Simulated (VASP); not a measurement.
## ZnS: single point with PBE

Crystal: ZnS.

```
Zn S
1.0
     0.00000    2.74843    2.74843
     2.74843    0.00000    2.74843
     2.74843    2.74843    0.00000
Zn S
1 1
Direct
  0.25000 0.25000 0.25000
  0.00000 0.00000 0.00000
```

- Program: VASP 6.6.1
- Task: single point
- Functional: PBE
- Potentials or basis: VASP PAW PBE potentials, release 64 (Zn, S)
- Cutoff: 520 eV
- k mesh: 10 × 10 × 10
- Occupations: gaussian, width 0.02 eV
- Spin: no spin polarisation

```yaml
Pressure: -1.8 GPa
Band_gap_on_the_k_mesh: 1.89 eV
```

Levels at points of the mesh, in eV from the valence-band top:
```csv
k point,band 7,band 8,band 9,band 10,band 11,band 12
"(0.00, 0.00, 0.00)",0.00,0.00,0.00,1.89,6.43,6.43
"(0.50, 0.00, 0.00)",-4.96,-0.79,-0.79,3.21,6.95,6.95
"(0.50, 0.50, 0.00)",-4.36,-2.04,-2.04,3.52,4.07,10.63
```

Run time: 46 s on 1 thread of Intel Xeon 8259CL, with other jobs on the host, peak memory 0.18 GiB.

Expect the measured gap to be larger: semilocal functionals such as PBE lack the derivative discontinuity.
